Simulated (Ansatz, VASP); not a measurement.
**Two plane-wave programs on MoN2**

INCAR

```
SYSTEM = MoN2
PREC = Accurate
ENCUT = 520
EDIFF = 1E-7
ISMEAR = 0
SIGMA = 0.15
LREAL = .False.
LASPH = .True.
NELM = 80
ALGO = Normal
ISIF = 2
LWAVE = .False.
LCHARG = .True.
GGA = PS
LELF = .True.
LVHAR = .True.
NBANDS = 33
```

The input KPOINTS:

```
regular mesh
0
Gamma
  12 12 18
  0 0 0
```

The input POSCAR:

```
MoN2
1.0
    4.2866467491      0.0000000000      0.0000000000
    0.0000000000      4.2866467491      0.0000000000
    0.0000000000      0.0000000000      2.7284347069
Mo N
2 4
Direct
    0.5000000000      0.5000000000      0.0000000000
    0.0000000000      0.0000000000      0.0000000000
    0.8872955619      0.3872955619      0.5687207209
    0.1127044381      0.6127044381      0.5687207209
    0.3872955619      0.1127044381      0.5687207209
    0.6127044381      0.8872955619      0.5687207209
```

Input for Ansatz:

```yaml
crystal:
  lattice:
    - [4.2866467491, 0.0, 0.0]
    - [0.0, 4.2866467491, 0.0]
    - [0.0, 0.0, 2.7284347069]
  atoms:
    - { symbol: Mo, position: [0.5, 0.5, 0.0] }
    - { symbol: Mo, position: [0.0, 0.0, 0.0] }
    - { symbol: "N", position: [0.8872955619, 0.3872955619, 0.5687207209] }
    - { symbol: "N", position: [0.1127044381, 0.6127044381, 0.5687207209] }
    - { symbol: "N", position: [0.3872955619, 0.1127044381, 0.5687207209] }
    - { symbol: "N", position: [0.6127044381, 0.8872955619, 0.5687207209] }
basis:
  ecutwfc: 420
kpoints:
  mp_grid: { grid: [12, 12, 18] }
hamiltonian:
  xc: pbesol
scf:
  occupations: { method: gaussian, width: 0.15 }
output:
  forces: true
  stress: true
  eigenvalues: true
```

Change from the starting cell: all N atoms moved +0.188 Å, as atom 3 along Cartesian [0 0 1].

Alike in both runs: task single point; functional PBEsol; k mesh 12 × 12 × 18; occupations gaussian, width 0.15 eV; no spin polarisation.

```csv
,VASP,Ansatz
version,VASP 6.6.1,Ansatz 0.2.0
potentials or method,"VASP PAW PBE potentials, release 64 (Mo_sv, N), cutoff 520 eV","scalar-relativistic, plane waves, PAW"
valence electrons in the cell,48,48
```

|  | VASP | Ansatz | Ansatz less VASP |
| --- | --- | --- | --- |
| gap on the k mesh at the Fermi level (eV) | none | none | - |
| pressure (GPa) | 7.1 | 6.4 | -0.73 |
| traceless stress, the component that is largest in VASP (GPa) | 0.87 | 1.23 | +0.364 |
| rms of the force components (eV/Å) | 0.584 | 0.584 | -0.0008 |

VASP's potentials were made for PBE, not for PBEsol. Atom by atom the forces differ by 0.057 eV/Å (rms over components). A gap of «none» marks a metal or a gap that the smearing closes.
